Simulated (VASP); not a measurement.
# PbF2 (Fm-3m) in VASP: notebook

Aim: see how the results for PbF2 move with the level of theory and the settings. Levels: BLYP, r2SCAN. Tasks: relaxation of cell and atoms.

All numbers are computed with VASP 6.6.1; they aren't measurements. Logs are shortened: lines on timing, memory, paths and dates and some standing lists are left out, and cuts for length are marked.

**1. The cell of the first run**

Symmetry: Fm-3m, No. 225, cubic system. Conventional cell: a = 5.927 Å, b = 5.927 Å, c = 5.927 Å, α = 90.00°, β = 90.00°, γ = 90.00°. Within 3.4 Å of Pb (site symmetry m-3m) lie 8 F at 2.57 Å. F (site symmetry -43m) has 4 Pb at 2.57 Å and 6 F at 2.96 Å within 3.4 Å.

**2. Relaxation of cell and atoms, BLYP**

INCAR reads:

```
SYSTEM = PbF2
AGGAC = 1.0
AGGAX = 1.0
ALDAC = 0.0
ALDAX = 1.0
ALGO = Normal
EDIFF = 1E-7
EDIFFG = -0.01
ENCUT = 600
GGA = B5
GGA_COMPAT = .False.
IBRION = 2
ISIF = 3
ISMEAR = -1
LASPH = .True.
LCHARG = .False.
LREAL = .False.
LWAVE = .False.
NELM = 120
NELMIN = 4
NSW = 60
PREC = Accurate
SIGMA = 0.05
```

KPOINTS reads:

```
k-points
0
Gamma
  8 8 8
  0 0 0
```

POSCAR reads:

```
PbF2
1.0
    0.0000000000      2.9636600000      2.9636600000
    2.9636600000      0.0000000000      2.9636600000
    2.9636600000      2.9636600000      0.0000000000
Pb F
1 2
Direct
    0.0000000000      0.0000000000      0.0000000000
    0.7500000000      0.7500000000      0.7500000000
    0.2500000000      0.2500000000      0.2500000000
```

Potentials or basis: VASP PAW PBE potentials, release 64 (Pb_d, F).

Command:

```
$ cat potpaw_PBE.64/Pb_d/POTCAR potpaw_PBE.64/F/POTCAR > POTCAR
$ mpirun -np 1 vasp_std > vasp.out
```

OUTCAR:

```text
SYSTEM = PbF2
   EDIFF = 1E-7
   EDIFFG = -0.01
   ENCUT = 600
   GGA = B5
   IBRION = 2
   ISIF = 3
   ISMEAR = -1
   LASPH = .True.
   LREAL = .False.
   NELM = 120
   NELMIN = 4
   NSW = 60
   PREC = Accurate

 ion  position               nearest neighbor table
   1  0.000  0.000  0.000-   2 2.57   2 2.57   2 2.57   3 2.57   3 2.57   3 2.57   3 2.57   2 2.57

   2  0.750  0.750  0.750-   1 2.57   1 2.57   1 2.57   1 2.57
   3  0.250  0.250  0.250-   1 2.57   1 2.57   1 2.57   1 2.57

  LATTYP: Found a face centered cubic cell.
 ALAT       =     5.9273200000

  Lattice vectors:

 A1 = (   0.0000000000,   2.9636600000,   2.9636600000)
 A2 = (   2.9636600000,   0.0000000000,   2.9636600000)
 A3 = (   2.9636600000,   2.9636600000,   0.0000000000)

Analysis of symmetry for initial positions (statically):
=====================================================================
 Subroutine PRICEL returns:
 Original cell was already a primitive cell.

 Routine SETGRP: Setting up the symmetry group for a
 face centered cubic supercell.

 Subroutine GETGRP returns: Found 48 space group operations
 (whereof 48 operations were pure point group operations)
 out of a pool of 48 trial point group operations.

The static configuration has the point symmetry O_h .

Analysis of symmetry for dynamics (positions and initial velocities):
=====================================================================
 Subroutine PRICEL returns:
 Original cell was already a primitive cell.

 Routine SETGRP: Setting up the symmetry group for a
 face centered cubic supercell.

 Subroutine GETGRP returns: Found 48 space group operations
 (whereof 48 operations were pure point group operations)
 out of a pool of 48 trial point group operations.

The dynamic configuration has the point symmetry O_h .

 Subroutine INISYM returns: Found 48 space group operations
 (whereof 48 operations are pure point group operations),
 and found     1 'primitive' translations

----------------------------------------------------------------------------------------

                                     Primitive cell

  volume of cell :      52.0613

  direct lattice vectors                    reciprocal lattice vectors
     0.000000000  2.963660000  2.963660000    -0.168710311  0.168710311  0.168710311
     2.963660000  0.000000000  2.963660000     0.168710311 -0.168710311  0.168710311
     2.963660000  2.963660000  0.000000000     0.168710311  0.168710311 -0.168710311

  length of vectors
     4.191248166  4.191248166  4.191248166     0.292214830  0.292214830  0.292214830

  position of ions in fractional coordinates (direct lattice)
     0.000000000  0.000000000  0.000000000
     0.750000000  0.750000000  0.750000000
     0.250000000  0.250000000  0.250000000

  ion indices of the primitive-cell ions
   primitive index   ion index
                 1           1
                 2           2
                 3           3

----------------------------------------------------------------------------------------

 KPOINTS: k-points

Automatic generation of k-mesh.
 Grid dimensions read from file:
 generate k-points for:    8    8    8

 Generating k-lattice:

  Cartesian coordinates                     Fractional coordinates (reciprocal lattice)
    -0.021088789  0.021088789  0.021088789     0.125000000  0.000000000  0.000000000
     0.021088789 -0.021088789  0.021088789     0.000000000  0.125000000  0.000000000
     0.021088789  0.021088789 -0.021088789     0.000000000  0.000000000  0.125000000

  Length of vectors
     0.036526854  0.036526854  0.036526854

  Shift w.r.t. Gamma in fractional coordinates (k-lattice)
     0.000000000  0.000000000  0.000000000

 Subroutine IBZKPT returns following result:
 ===========================================

 Found     29 irreducible k-points:

 Following reciprocal coordinates:
            Coordinates               Weight
  0.000000  0.000000  0.000000      1.000000
  0.125000  0.000000  0.000000      8.000000
  0.250000  0.000000  0.000000      8.000000
  0.375000  0.000000  0.000000      8.000000
  0.500000  0.000000  0.000000      4.000000
  0.125000  0.125000  0.000000      6.000000
[... 16 lines left out ...]
  0.500000  0.250000  0.125000     48.000000
 -0.375000  0.250000  0.125000     24.000000
 [... further k-points ...]
   k-points           NKPTS =     29   k-points in BZ     NKDIM =     29   number of bands    NBANDS=     18
   number of dos      NEDOS =    301   number of ions     NIONS =      3
   total plane-waves  NPLWV =  46656
   dimension x,y,z NGX =    36 NGY =   36 NGZ =   36
   dimension x,y,z NGXF=    72 NGYF=   72 NGZF=   72
   ions per type =               1   2
   NGX,Y,Z   is equivalent  to a cutoff of  14.28, 14.28, 14.28 a.u.
   NGXF,Y,Z  is equivalent  to a cutoff of  28.56, 28.56, 28.56 a.u.
 SYSTEM =  PbF2
   PREC   = accura    normal or accurate (medium, high low for compatibility)
   ISTART =      0    job   : 0-new  1-cont  2-samecut
   ICHARG =      2    charge: 1-file 2-atom 10-const
   ISPIN  =      1    spin polarized calculation?
   LNONCOLLINEAR =      F non collinear calculations
   LSORBIT =      F    spin-orbit coupling
   LASPH  =      T    aspherical Exc in radial PAW
   ENCUT  =  600.0 eV  44.10 Ry    6.64 a.u.   8.37  8.37  8.37*2*pi/ulx,y,z
   NELM   =    120;   NELMIN=  4; NELMDL= -5     # of ELM steps
   EDIFF  = 0.1E-06   stopping-criterion for ELM
   LREAL  =      F    real-space projection
   EDIFFG = -.1E-01   stopping-criterion for IOM
   NSW    =     60    number of steps for IOM
   IBRION =      2    ionic relax: 0-MD 1-quasi-New 2-CG
   NFREE  =      1    steps in history (QN), initial steepest desc. (CG)
   ISIF   =      3    stress and relaxation
   ISYM   =      2    0-nonsym 1-usesym 2-fastsym
   POTIM  = 0.5000    time-step for ionic-motion
   TEBEG  =    0.0;   TEEND  =   0.0 temperature during run
   PSTRESS=    0.0 pullay stress
   NELECT =      28.0000    total number of electrons
   NUPDOWN=      -1.0000    fix difference up-down
   EMIN   =  10.00;   EMAX   =-10.00  energy-range for DOS
   EFERMI =   0.00;   METHOD = LEGACY
   ISMEAR =    -1;   SIGMA  =   0.05  broadening in eV -4-tet -1-fermi 0-gaus
   EFERMI_NEDOS =   21; number of points for ismear=-14 and -15
   IALGO  =     38    algorithm
   IMIX   =      4    mixing-type and parameters
     AMIX     =   0.40;   BMIX     =  1.00
     AMIX_MAG =   1.60;   BMIX_MAG =  1.00
  volume/ion in A,a.u.               =      17.35       117.11
  Fermi-wavevector in a.u.,A,eV,Ry     =   1.331340  2.515869 24.115883  1.772467
  Thomas-Fermi vector in A             =   2.460359
   LORBIT       =      0    0 simple, 1 ext, 2 COOP (PROOUT), +10 PAW based schemes
   GGA     = B5    functional components
   LHFCALC =     F    Hartree Fock is set to
   AEXX    =    0.0000 exact exchange contribution
   IVDW    =     0    specifies the selected vdW correction
   LEPSILON=     F    determine dielectric tensor
   LRPA    =     F    only Hartree local field effects (RPA)
 conjugate gradient relaxation of ions
 non-spin polarized calculation
  energy-cutoff  :      600.00
  volume of cell :       52.06
 maximum number of plane-waves:      1807
 NGX is ok and might be reduce to    36
   NGX = 17   NGY = 17   NGZ = 17

--------------------------------------- Ionic step        1  -------------------------------------------

 number of electron      28.0000008 magnetization

 Free energy of the ion-electron system (eV)
  ---------------------------------------------------
  ext. energy  EPLUGINS =         0.00000000
  ---------------------------------------------------
  free energy    TOTEN  =       -13.81994797 eV

  energy without entropy =      -13.81994797  energy(sigma->0) =      -13.81994797

------------------------ aborting loop because EDIFF is reached ----------------------------------------

  FORCE on cell =-STRESS in cart. coord.  units (eV):
  Direction    XX          YY          ZZ          XY          YZ          ZX
  --------------------------------------------------------------------------------------
  -------------------------------------------------------------------------------------
  Total        1.6195222      1.6195222      1.6195222      0.0000000     -0.0000000      0.0000000
  in kB       49.8404971     49.8404971     49.8404971      0.0000000     -0.0000000      0.0000000
  external PRESSURE =      49.8404971 kB  Pullay stress =       0.0000000 kB

 VOLUME and BASIS-vectors are now :
 -----------------------------------------------------------------------------
  energy-cutoff  :      600.00
  volume of cell :       52.06
      direct lattice vectors                 reciprocal lattice vectors
     0.000000000  2.963660000  2.963660000    -0.168710311  0.168710311  0.168710311
     2.963660000  0.000000000  2.963660000     0.168710311 -0.168710311  0.168710311
     2.963660000  2.963660000  0.000000000     0.168710311  0.168710311 -0.168710311
[... 38 lines left out ...]
 POSITION                                       TOTAL-FORCE (eV/Angst)
 -----------------------------------------------------------------------------------
      6.08169      3.04084      3.04084        -0.000000     -0.000000      0.000000
      4.56127      4.56127      4.56127         0.000000      0.000000      0.000000
      1.52042      1.52042      1.52042        -0.000000     -0.000000     -0.000000
 -----------------------------------------------------------------------------------
    total drift:                                0.000000      0.000000      0.000000

  FREE ENERGIE OF THE ION-ELECTRON SYSTEM (eV)
  ---------------------------------------------------
  free  energy   TOTEN  =       -13.8727206857 eV

  energy  without entropy=      -13.8727206857  energy(sigma->0) =      -13.87272069

--------------------------------------- Ionic step        3  -------------------------------------------

 number of electron      27.9999990 magnetization

 Free energy of the ion-electron system (eV)
  ---------------------------------------------------
  ext. energy  EPLUGINS =         0.00000000
  ---------------------------------------------------
  free energy    TOTEN  =       -13.87360144 eV

  energy without entropy =      -13.87360144  energy(sigma->0) =      -13.87360144

 E-fermi :   2.5063     XC(G=0):  -8.7978

 val. band max:        1.3210432432   @ k =   0.5000   0.0000   0.0000
 cond. band min:       5.7876700688   @ k =   0.5000   0.5000   0.0000
 fundamental gap:      4.4666268257
 Fermi energy:         2.5062808269

 k-point     1 :       0.0000    0.0000    0.0000
  band No.  band energies     occupation
      1     -19.1403      2.00000
      2     -18.6265      2.00000
      3     -12.9336      2.00000
      4     -12.9336      2.00000
      5     -12.9336      2.00000
      6     -12.8972      2.00000
[... 10 lines left out ...]
     17       8.0163      0.00000
     18      11.8944      0.00000
[... 463 lines left out ...]
 k-point    24 :      -0.3750    0.2500    0.1250
  band No.  band energies     occupation
      1     -18.8831      2.00000
      2     -18.8538      2.00000
      3     -12.9118      2.00000
      4     -12.9052      2.00000
      5     -12.8757      2.00000
      6     -12.8502      2.00000
[... 10 lines left out ...]
     17       8.8372      0.00000
     18      12.3498      0.00000

 [... further k-points ...]
[... 5 lines left out ...]
  --------------------------------------------------------------------------------------
  -------------------------------------------------------------------------------------
  Total       -0.0004387     -0.0004387     -0.0004387      0.0000000      0.0000000     -0.0000000
  in kB       -0.0126141     -0.0126141     -0.0126141      0.0000000      0.0000000     -0.0000000
  external PRESSURE =      -0.0126141 kB  Pullay stress =       0.0000000 kB

 VOLUME and BASIS-vectors are now :
 -----------------------------------------------------------------------------
  energy-cutoff  :      600.00
  volume of cell :       55.72
      direct lattice vectors                 reciprocal lattice vectors
    -0.000000000  3.031434124  3.031434124    -0.164938435  0.164938435  0.164938435
     3.031434124 -0.000000000  3.031434124     0.164938435 -0.164938435  0.164938435
     3.031434124  3.031434124  0.000000000     0.164938435  0.164938435 -0.164938435

 POSITION                                       TOTAL-FORCE (eV/Angst)
 -----------------------------------------------------------------------------------
     -0.00000      0.00000      0.00000         0.000000     -0.000000      0.000000
      4.54715      4.54715      4.54715        -0.000000     -0.000000     -0.000000
      1.51572      1.51572      1.51572         0.000000      0.000000      0.000000
 -----------------------------------------------------------------------------------
    total drift:                                0.000000      0.000000      0.000000

  FREE ENERGIE OF THE ION-ELECTRON SYSTEM (eV)
  ---------------------------------------------------
  free  energy   TOTEN  =       -13.8736014405 eV

  energy  without entropy=      -13.8736014405  energy(sigma->0) =      -13.87360144

 reached required accuracy - stopping structural energy minimisation
```

Run time: 3.8 min. Hardware: 1 thread of Oxide Virtual Turin-like, shared host; peak memory 0.19 GiB.

What came out:

* Free energy: -13.8736 eV
* Relaxed volume: 18.57 Å³/atom
* Relaxed cell: a = 4.287 Å, b = 4.287 Å, c = 4.287 Å, α = 60.00°, β = 60.00°, γ = 60.00°
* Space group after relaxing (to 0.1 Å): Fm-3m (No. 225)
* Energy gained by relaxing: 17.9 meV/atom
* Ionic steps: 3
* Pressure after relaxing: 0.0 GPa
* Band gap on the k mesh: 4.47 eV (least direct gap 4.61 eV)

The path:
```
step  energy change (eV)  largest force (eV/Å)  pressure (GPa)  volume (Å³)
   1              0.0000                0.0000            4.98        52.06
   2             -0.0528                0.0000           -0.57        56.24
   3             -0.0537                0.0000            0.00        55.72
```

Final structure:
```
Pb F
1.0
     0.00000    3.03143    3.03143
     3.03143    0.00000    3.03143
     3.03143    3.03143    0.00000
Pb F
1 2
Direct
  0.00000 0.00000 0.00000
  0.75000 0.75000 0.75000
  0.25000 0.25000 0.25000
```

Levels at points of the mesh, in eV from the valence-band top:
```
           k point  band 12  band 13  band 14  band 15  band 16  band 17
(0.00, 0.00, 0.00)    -1.59    -1.59    -1.59     6.70     6.70     6.70
(0.50, 0.00, 0.00)    -1.75    -1.75     0.00     5.06     7.45     7.45
(0.50, 0.50, 0.00)    -1.22    -1.21    -0.14     4.47     7.65     7.65
```

Caveat: the PAW data sets were made with another functional, which shifts forces and pressure a little; spin-orbit coupling is left out, which moves the levels of the heavy elements. BLYP gives volumes clearly too large for solids.

[end of part 1 of 2]
